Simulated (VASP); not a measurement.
A run of VASP 6.6.1:

Contents of INCAR:

```
SYSTEM = Zr
ALGO = Normal
EDIFF = 1E-8
ENCUT = 500
GGA = PE
GGA_COMPAT = .False.
IBRION = 8
ISIF = 2
ISMEAR = -1
LASPH = .True.
LCHARG = .True.
LREAL = .False.
LWAVE = .False.
NELM = 120
NSW = 1
PREC = Accurate
SIGMA = 0.1
```

The input KPOINTS:

```
k-points
0
Gamma
  4 4 4
  0 0 0
```

The input POSCAR:

```
Zr
1.0
    0.0000000000      2.2645700000      2.2645700000
    2.2645700000      0.0000000000      2.2645700000
    2.2645700000      2.2645700000      0.0000000000
Zr
1
Direct
    0.0000000000      0.0000000000      0.0000000000
```

Potentials or basis: VASP PAW PBE potentials, release 64 (Zr_sv).

Launch:

```bash
$ cat potpaw_PBE.64/Zr_sv/POTCAR > POTCAR
$ mpirun -np 1 vasp_std > vasp.out
```

Hardware: 1 thread of Intel Xeon 8259CL, with other jobs on the host.

Problem. Estimate the wall time of this run.

Solution. Run time: 43 s on 1 thread of Intel Xeon 8259CL, on a shared host, peak memory 0.14 GiB. Counts: scf iterations 36, k points 8.
